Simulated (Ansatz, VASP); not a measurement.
## Two plane-wave programs on Mg3ZrN2

```
Mg Zr N
1.0
     5.69797    0.00000    0.00000
    -2.84898    4.93459    0.00000
     0.00000    0.00000    2.98955
Mg Zr N
3 1 2
Direct
  0.00000 0.50000 0.00000
  0.50000 0.50000 0.00000
  0.50000 0.00000 0.00000
  0.00000 0.00000 0.50000
  0.66667 0.33333 0.50000
  0.33333 0.66667 0.50000
```

Change from the starting cell: species swapped into the NdB2Ir3 type (P6/mmm, No. 191).

Alike in both runs: task relaxation of cell and atoms; functional PBE; k mesh 12 × 12 × 12; occupations gaussian, width 0.1 eV; no spin polarisation.

|  | VASP | Ansatz |
| --- | --- | --- |
| version | VASP 6.6.1 | Ansatz 0.2.0 |
| potentials or method | VASP PAW PBE potentials, release 64 (Mg, Zr_sv, N), cutoff 600 eV | scalar-relativistic, plane waves, PAW |
| valence electrons in the cell | 28 | 52 |

|  | VASP | Ansatz | Ansatz less VASP |
| --- | --- | --- | --- |
| gap on the k mesh at the Fermi level, each at its own relaxed structure (eV) | none | none | - |
| relaxed volume (Å³/atom) | 13.35 | 13.40 | +0.054 |
| relaxed cell length with the largest relative difference (Å) | 5.454 | 5.464 | +0.0104 |

A gap of «none» marks a metal or a gap that the smearing closes. VASP's potentials hold 28 valence electrons a cell and Ansatz's 52, so a difference there can come from the potentials and not from the codes.
